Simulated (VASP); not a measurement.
Runs of VASP 6.6.1 on TiO2. The structure is that of space group Fm-3m (No. 225), or close to it. The cells are those of the table. 

```csv
level,cell,gap on the mesh (eV),pressure (GPa)
PBE,"a = 3.415 Å, angles 60.0°, 3 atoms",1.11,0.8
r2SCAN,"a = 3.423 Å, angles 60.0°, 3 atoms",(c),-6.3
r2SCAN,"a = 3.456 Å, angles 60.0°, 3 atoms",1.48,(a)
PBE,"a = 3.381 Å, angles 60.0°, 3 atoms",1.13,(b)
PBE,"a = 3.346 Å, angles 60.0°, 3 atoms",1.16,18.5
```

Alike in all rows: task single point; potentials or basis VASP PAW PBE potentials, release 64 (Ti_sv, O); no spin polarisation; k mesh 8 × 8 × 8; cutoff (eV) 520; smearing gaussian 0.01 eV.

Q: Estimate the missing entries.

A: (a) -13.0; (b) 9.0; (c) 1.51.

Caveats: the PAW data sets were made with another functional, which shifts forces and pressure a little (some runs).

A k mesh can miss the band edges.
